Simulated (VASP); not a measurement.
A run of VASP 6.6.1 is set up as follows.

File INCAR:

```
PREC = Accurate ; ENCUT = 500
EDIFF = 1E-6 ; ISMEAR = 0
SIGMA = 0.15 ; LREAL = False
LASPH = True ; NELM = 120
ALGO = Normal ; ISIF = 2
LWAVE = False ; LCHARG = False
GGA = PE ; NBANDS = 13
GGA_COMPAT = False
```

KPOINTS

```
Automatic mesh
0
Gamma
  20 20 20
```

POSCAR

```
W
1.0
   -1.6771650000      1.6771650000      1.6771650000
    1.6771650000     -1.6771650000      1.6771650000
    1.6771650000      1.6771650000     -1.6771650000
W
1
Direct
    0.0000000000      0.0000000000      0.0000000000
```

Potentials or basis: VASP PAW PBE potentials, release 64 (W_sv).

Command:

```bash
$ cat potpaw_PBE.64/W_sv/POTCAR > POTCAR
$ mpirun -np 1 vasp_std > vasp.out
```

Problem. Predict the pressure.

Solution. -33.9 GPa.

Problem. Estimate the band gap on the k mesh.

Solution. Zero (band 7 reaches 13.08 eV, above the bottom of band 8 at 8.10 eV).

Caveat: the cell differs from its parent crystal (strain +0.050 along x and y, +0.050 along z); spin-orbit coupling is left out, which moves the levels of the heavy elements.
